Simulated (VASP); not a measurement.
# Pt (Fd-3m) in VASP: further runs

The runs below take Pt through single point, with r2SCAN.

Program: VASP 6.6.1. These are calculated values, not measurements. Logs are shortened: lines on timing, memory, paths and dates and some standing lists are left out, and cuts for length are marked.

## 1. The cell of the first run

The structure is cubic, space group Fd-3m (No. 227). The conventional cell has a = 5.724 Å, b = 5.724 Å, c = 5.724 Å, α = 90.00°, β = 90.00°, γ = 90.00°. Pt (site symmetry -43m) has 4 Pt at 2.48 Å within 3.3 Å.

## 2. Single point, r2SCAN

Contents of POSCAR:

```
Pt
1.0
    0.0000000000      2.8622292525      2.8622292525
    2.8622292525      0.0000000000      2.8622292525
    2.8622292525      2.8622292525      0.0000000000
Pt
2
Direct
    0.1250000000      0.1250000000      0.1250000000
    0.8750000000      0.8750000000      0.8750000000
```

Contents of INCAR.step1:

```
  ALGO = Normal
  EDIFF = 1E-4
  ENCUT = 520
  GGA = PE
  ISMEAR = -1
  LASPH = T
  LCHARG = F
  LREAL = F
  LWAVE = T
  NBANDS = 17
  NELM = 80
  PREC = Accurate
  SIGMA = 0.1
```

Contents of INCAR.step2:

```
  ALGO = Normal
  EDIFF = 1E-7
  ENCUT = 520
  ISIF = 2
  ISMEAR = -1
  ISTART = 1
  LASPH = T
  LCHARG = F
  LMIXTAU = T
  LREAL = F
  LWAVE = F
  METAGGA = R2SCAN
  NBANDS = 17
  NELM = 80
  PREC = Accurate
  SIGMA = 0.1
```

Contents of KPOINTS:

```
k-points
0
Gamma
  10 10 10
```

Potentials or basis: VASP PAW PBE potentials, release 64 (Pt).

The run is started by

```bash
$ cat potpaw_PBE.64/Pt/POTCAR > POTCAR
$ cp INCAR.step1 INCAR
$ mpirun -np 1 vasp_std > vasp.out
$ cp INCAR.step2 INCAR
$ mpirun -np 1 vasp_std > vasp.out
```

OUTCAR:

```text
EDIFF = 1E-7
   ENCUT = 520
   ISIF = 2
   ISMEAR = -1
   ISTART = 1
   LASPH = T
   LREAL = F
   METAGGA = R2SCAN
   NELM = 80
   PREC = Accurate

 ion  position               nearest neighbor table
   1  0.125  0.125  0.125-   2 2.48   2 2.48   2 2.48   2 2.48
   2  0.875  0.875  0.875-   1 2.48   1 2.48   1 2.48   1 2.48

  LATTYP: Found a face centered cubic cell.
 ALAT       =     5.7244585050

  Lattice vectors:

 A1 = (   0.0000000000,   2.8622292525,   2.8622292525)
 A2 = (   2.8622292525,   0.0000000000,   2.8622292525)
 A3 = (   2.8622292525,   2.8622292525,   0.0000000000)

Analysis of symmetry for initial positions (statically):
=====================================================================
 Subroutine PRICEL returns:
 Original cell was already a primitive cell.

 Routine SETGRP: Setting up the symmetry group for a
 face centered cubic supercell.

 Subroutine GETGRP returns: Found 48 space group operations
 (whereof 12 operations were pure point group operations)
 out of a pool of 48 trial point group operations.

The static configuration has the point symmetry D_3d.
 The point group associated with its full space group is O_h .

Analysis of symmetry for dynamics (positions and initial velocities):
=====================================================================
 Subroutine PRICEL returns:
 Original cell was already a primitive cell.

 Routine SETGRP: Setting up the symmetry group for a
 face centered cubic supercell.

 Subroutine GETGRP returns: Found 48 space group operations
 (whereof 12 operations were pure point group operations)
 out of a pool of 48 trial point group operations.

The dynamic configuration has the point symmetry D_3d.
 The point group associated with its full space group is O_h .

 Subroutine INISYM returns: Found 48 space group operations
 (whereof 12 operations are pure point group operations),
 and found     1 'primitive' translations

----------------------------------------------------------------------------------------

                                     Primitive cell

  volume of cell :      46.8968

  direct lattice vectors                    reciprocal lattice vectors
     0.000000000  2.862229253  2.862229253    -0.174689012  0.174689012  0.174689012
     2.862229253  0.000000000  2.862229253     0.174689012 -0.174689012  0.174689012
     2.862229253  2.862229253  0.000000000     0.174689012  0.174689012 -0.174689012

  length of vectors
     4.047803428  4.047803428  4.047803428     0.302570244  0.302570244  0.302570244

  position of ions in fractional coordinates (direct lattice)
     0.125000000  0.125000000  0.125000000
     0.875000000  0.875000000  0.875000000

  ion indices of the primitive-cell ions
   primitive index   ion index
                 1           1
                 2           2

----------------------------------------------------------------------------------------

 KPOINTS: k-points

Automatic generation of k-mesh.
 Grid dimensions read from file:
 generate k-points for:   10   10   10

 Generating k-lattice:

  Cartesian coordinates                     Fractional coordinates (reciprocal lattice)
    -0.017468901  0.017468901  0.017468901     0.100000000  0.000000000  0.000000000
     0.017468901 -0.017468901  0.017468901     0.000000000  0.100000000  0.000000000
     0.017468901  0.017468901 -0.017468901     0.000000000  0.000000000  0.100000000

  Length of vectors
     0.030257024  0.030257024  0.030257024

  Shift w.r.t. Gamma in fractional coordinates (k-lattice)
     0.000000000  0.000000000  0.000000000

 Subroutine IBZKPT returns following result:
 ===========================================

 Found     47 irreducible k-points:

 Following reciprocal coordinates:
            Coordinates               Weight
  0.000000  0.000000  0.000000      1.000000
  0.100000  0.000000  0.000000      8.000000
  0.200000  0.000000  0.000000      8.000000
  0.300000  0.000000  0.000000      8.000000
  0.400000  0.000000  0.000000      8.000000
  0.500000  0.000000  0.000000      4.000000
[... 16 lines left out ...]
  0.300000  0.300000  0.000000      6.000000
  0.400000  0.300000  0.000000     24.000000
 [... further k-points ...]
   k-points           NKPTS =     47   k-points in BZ     NKDIM =     47   number of bands    NBANDS=     17
   number of dos      NEDOS =    301   number of ions     NIONS =      2
   total plane-waves  NPLWV =  27000
   dimension x,y,z NGX =    30 NGY =   30 NGZ =   30
   dimension x,y,z NGXF=    60 NGYF=   60 NGZF=   60
   ions per type =               2
   NGX,Y,Z   is equivalent  to a cutoff of  12.32, 12.32, 12.32 a.u.
   NGXF,Y,Z  is equivalent  to a cutoff of  24.64, 24.64, 24.64 a.u.
 SYSTEM =  unknown system
   PREC   = accura    normal or accurate (medium, high low for compatibility)
   ISTART =      1    job   : 0-new  1-cont  2-samecut
   ICHARG =      0    charge: 1-file 2-atom 10-const
   ISPIN  =      1    spin polarized calculation?
   LNONCOLLINEAR =      F non collinear calculations
   LSORBIT =      F    spin-orbit coupling
   LASPH  =      T    aspherical Exc in radial PAW
   ENCUT  =  520.0 eV  38.22 Ry    6.18 a.u.   7.53  7.53  7.53*2*pi/ulx,y,z
   NELM   =     80;   NELMIN=  2; NELMDL=  0     # of ELM steps
   EDIFF  = 0.1E-06   stopping-criterion for ELM
   LREAL  =      F    real-space projection
   EDIFFG = 0.1E-05   stopping-criterion for IOM
   NSW    =      0    number of steps for IOM
   IBRION =     -1    ionic relax: 0-MD 1-quasi-New 2-CG
   NFREE  =      0    steps in history (QN), initial steepest desc. (CG)
   ISIF   =      2    stress and relaxation
   ISYM   =      2    0-nonsym 1-usesym 2-fastsym
   POTIM  = 0.5000    time-step for ionic-motion
   TEBEG  =    0.0;   TEEND  =   0.0 temperature during run
   PSTRESS=    0.0 pullay stress
   NELECT =      20.0000    total number of electrons
   NUPDOWN=      -1.0000    fix difference up-down
   EMIN   =  10.00;   EMAX   =-10.00  energy-range for DOS
   EFERMI =   0.00;   METHOD = LEGACY
   ISMEAR =    -1;   SIGMA  =   0.10  broadening in eV -4-tet -1-fermi 0-gaus
   EFERMI_NEDOS =   21; number of points for ismear=-14 and -15
   IALGO  =     38    algorithm
   IMIX   =      4    mixing-type and parameters
     AMIX     =   0.40;   BMIX     =  1.00
     AMIX_MAG =   1.60;   BMIX_MAG =  1.00
  volume/ion in A,a.u.               =      23.45       158.24
  Fermi-wavevector in a.u.,A,eV,Ry     =   1.232264  2.328641 20.660100  1.518474
  Thomas-Fermi vector in A             =   2.367041
   LORBIT       =      0    0 simple, 1 ext, 2 COOP (PROOUT), +10 PAW based schemes
   METAGGA = R2SCAN    functional components
   LHFCALC =     F    Hartree Fock is set to
   AEXX    =    0.0000 exact exchange contribution
   IVDW    =     0    specifies the selected vdW correction
   LEPSILON=     F    determine dielectric tensor
   LRPA    =     F    only Hartree local field effects (RPA)
 non-spin polarized calculation
  energy-cutoff  :      520.00
  volume of cell :       46.90
 maximum number of plane-waves:      1295
   NGX = 15   NGY = 15   NGZ = 15

 number of electron      20.0000004 magnetization

 Free energy of the ion-electron system (eV)
  ---------------------------------------------------
  ext. energy  EPLUGINS =         0.00000000
  ---------------------------------------------------
  free energy    TOTEN  =      -100.84267192 eV

  energy without entropy =     -100.69481606  energy(sigma->0) =     -100.76874399

 E-fermi :   5.1662     XC(G=0): -11.3302

 val. band max:        5.1569293239   @ k =  -0.1000   0.1000   0.0000
 cond. band min:       5.2001789432   @ k =   0.5000   0.2000   0.1000
 fundamental gap:      0.0432496194
 Fermi energy:         5.1662017260

 k-point     1 :       0.0000    0.0000    0.0000
  band No.  band energies     occupation
      1      -2.2048      2.00000
      2       0.3425      2.00000
      3       0.3425      2.00000
      4       0.5398      2.00000
      5       0.5398      2.00000
      6       0.5398      2.00000
[... 9 lines left out ...]
     16      17.4278      0.00000
     17      18.3262      0.00000

 k-point     2 :       0.1000    0.0000    0.0000
  band No.  band energies     occupation
      1      -2.0499      2.00000
      2       0.2188      2.00000
      3       0.2188      2.00000
      4       0.5257      2.00000
      5       0.7158      2.00000
      6       0.7158      2.00000
[... 9 lines left out ...]
     16      17.3135      0.00000
     17      18.8333      0.00000

 k-point     3 :       0.2000    0.0000    0.0000
  band No.  band energies     occupation
      1      -1.6192      2.00000
      2       0.1277      2.00000
      3       0.1277      2.00000
      4       0.4915      2.00000
      5       0.9151      2.00000
      6       0.9151      2.00000
[... 9 lines left out ...]
     16      17.9253      0.00000
     17      18.8696      0.00000

 k-point     4 :       0.3000    0.0000    0.0000
  band No.  band energies     occupation
      1      -1.0359      2.00000
      2       0.1478      2.00000
      3       0.1478      2.00000
      4       0.4496      2.00000
      5       0.9562      2.00000
      6       0.9562      2.00000
[... 9 lines left out ...]
     16      17.6755      0.00000
     17      19.0024      0.00000
[... 343 lines left out ...]
      1      -0.8138      2.00000
      2      -0.0847      2.00000
      3       0.2514      2.00000
      4       0.4683      2.00000
      5       0.7531      2.00000
      6       1.4675      2.00000
[... 9 lines left out ...]
     16      18.3249      0.00000
     17      18.7532      0.00000

 k-point    23 :       0.3000    0.3000    0.0000
  band No.  band energies     occupation
      1      -0.5033      2.00000
      2      -0.3658      2.00000
      3       0.4538      2.00000
      4       0.4538      2.00000
      5       1.1924      2.00000
      6       1.3447      2.00000
[... 9 lines left out ...]
     16      15.3647      0.00000
     17      21.7167      0.00000

 k-point    24 :       0.4000    0.3000    0.0000
  band No.  band energies     occupation
      1      -0.3487      2.00000
      2      -0.0382      2.00000
      3       0.3265      2.00000
      4       0.4140      2.00000
      5       1.2675      2.00000
      6       1.4374      2.00000
[... 9 lines left out ...]
     16      15.9578      0.00000
     17      22.0337      0.00000

 [... further k-points ...]

------------------------ aborting loop because EDIFF is reached ----------------------------------------

  FORCE on cell =-STRESS in cart. coord.  units (eV):
  Direction    XX          YY          ZZ          XY          YZ          ZX
  --------------------------------------------------------------------------------------
  -------------------------------------------------------------------------------------
  Total        0.0191991      0.0191991      0.0191991     -0.0000000     -0.0000000     -0.0000000
  in kB        0.6559162      0.6559162      0.6559162     -0.0000000     -0.0000000     -0.0000000
  external PRESSURE =       0.6559162 kB  Pullay stress =       0.0000000 kB

 VOLUME and BASIS-vectors are now :
 -----------------------------------------------------------------------------
  energy-cutoff  :      520.00
  volume of cell :       46.90
      direct lattice vectors                 reciprocal lattice vectors
     0.000000000  2.862229253  2.862229253    -0.174689012  0.174689012  0.174689012
     2.862229253  0.000000000  2.862229253     0.174689012 -0.174689012  0.174689012
     2.862229253  2.862229253  0.000000000     0.174689012  0.174689012 -0.174689012

 POSITION                                       TOTAL-FORCE (eV/Angst)
 -----------------------------------------------------------------------------------
      0.71556      0.71556      0.71556        -0.000000      0.000000     -0.000000
      5.00890      5.00890      5.00890         0.000000     -0.000000      0.000000
 -----------------------------------------------------------------------------------
    total drift:                               -0.000000      0.000000      0.000000

  FREE ENERGIE OF THE ION-ELECTRON SYSTEM (eV)
  ---------------------------------------------------
  free  energy   TOTEN  =      -100.8426719209 eV

  energy  without entropy=     -100.6948160587  energy(sigma->0) =     -100.76874399
```

Wall time 72 s (1 thread of Intel Xeon 6975P-C (Granite Rapids), shared host); peak memory 0.18 GiB.

What came out:

```
Free energy            : -100.8427 eV
Pressure               : 0.1 GPa
Band gap on the k mesh : zero (band 10 reaches 5.35 eV, above the bottom of band 11 at 4.73 eV)
```

Caveat: the PAW data sets were made with another functional, which shifts forces and pressure a little; spin-orbit coupling is left out, which moves the levels of the heavy elements.

## 3. Single point, r2SCAN (volume scaled by 0.88)

Contents of POSCAR:

```
Pt
1.0
    0.0000000000      2.7428284152      2.7428284152
    2.7428284152      0.0000000000      2.7428284152
    2.7428284152      2.7428284152      0.0000000000
Pt
2
Direct
    0.1250000000      0.1250000000      0.1250000000
    0.8750000000      0.8750000000      0.8750000000
```

Contents of INCAR.step1:

```
  PREC = Accurate
  ENCUT = 520
  ISMEAR = -1
  SIGMA = 0.1
  LREAL = F
  LASPH = T
  NELM = 60
  NBANDS = 17
  GGA = PE
  ALGO = Normal
  EDIFF = 1E-4
  LWAVE = T
  LCHARG = F
```

Contents of INCAR.step2:

```
  PREC = Accurate
  ENCUT = 520
  EDIFF = 1E-7
  ISMEAR = -1
  SIGMA = 0.1
  LREAL = F
  LASPH = T
  NELM = 60
  ALGO = Normal
  ISIF = 2
  LWAVE = F
  LCHARG = F
  METAGGA = R2SCAN
  LMIXTAU = T
  NBANDS = 17
  ISTART = 1
```

Contents of KPOINTS:

```
Automatic mesh
0
Gamma
  11 11 11
```

Potentials or basis: VASP PAW PBE potentials, release 64 (Pt).

The run is started by

```bash
$ cat potpaw_PBE.64/Pt/POTCAR > POTCAR
$ cp INCAR.step1 INCAR
$ mpirun -np 1 vasp_std > vasp.out
$ cp INCAR.step2 INCAR
$ mpirun -np 1 vasp_std > vasp.out
```

Wall time 79 s (1 thread of Intel Xeon 6975P-C (Granite Rapids), shared host); peak memory 0.18 GiB.

It converged, with:

```yaml
Free_energy: -100.4834 eV
Pressure: 23.0 GPa
Band_gap_on_the_k_mesh: zero (band 10 reaches 7.22 eV, above the bottom of band 11 at 6.45 eV)
```

Levels at points of the mesh, in eV from the Fermi level:
| k point | band 7 | band 8 | band 9 | band 10 | band 11 | band 12 | band 13 | band 14 |
| --- | --- | --- | --- | --- | --- | --- | --- | --- |
| (0.00, 0.00, 0.00) | -2.41 | -2.41 | -2.41 | -0.07 | -0.07 | 11.61 | 11.75 | 13.21 |

Caveat: the PAW data sets were made with another functional, which shifts forces and pressure a little; spin-orbit coupling is left out, which moves the levels of the heavy elements.
